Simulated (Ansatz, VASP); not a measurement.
One calculation of Ta2N, two programs

```xyz
3
Lattice="3.0618 -0.0715 0.0000 -1.5928 2.6874 0.0000 0.0000 0.0000 4.4521" Properties=species:S:1:pos:R:3 pbc="T T T"
Ta    1.5103    0.8481    3.3243
Ta   -0.0413    1.7678    1.1278
N     0.0000    0.0000    0.0000
```

Change from the starting cell: engineering shear strain xy -0.0467, normal strain along z -0.0700.

Alike in both runs: task single point; functional LDA; k mesh 15 × 15 × 8; occupations gaussian, width 0.15 eV; no spin polarisation.

|  | VASP | Ansatz |
| --- | --- | --- |
| version | VASP 6.6.1 | Ansatz 0.2.0 |
| potentials or method | VASP PAW LDA potentials, release 64 (Ta_sv_GW, N), cutoff 700 eV | scalar-relativistic, plane waves, PAW |
| valence electrons in the cell | 31 | 31 |

Ansatz gave:

| Item | Value |
| --- | --- |
| gap on the k mesh at the Fermi level (eV) | none |
| pressure (GPa) | 28.1 |
| traceless stress, the component that is largest in VASP (GPa) | 14.23 |
| rms of the force components (eV/Å) | 0.037 |

**Question.** Which values does VASP return?

**Answer.** gap on the k mesh at the Fermi level (eV): none; pressure (GPa): 29.3; traceless stress, the component that is largest in VASP (GPa): 14.08; rms of the force components (eV/Å): 0.041.

Ansatz warns that its potentials were made for another functional, while VASP's fit it. LDA's correlation is that of Perdew and Zunger in VASP and of Perdew and Wang (1992) in Ansatz. Atom by atom the forces differ by 0.026 eV/Å (rms over components). A gap of «none» marks a metal or a gap that the smearing closes. Both programs put the cell under a high pressure, so it lies far from rest at this level.

Neither program's run includes spin-orbit coupling.
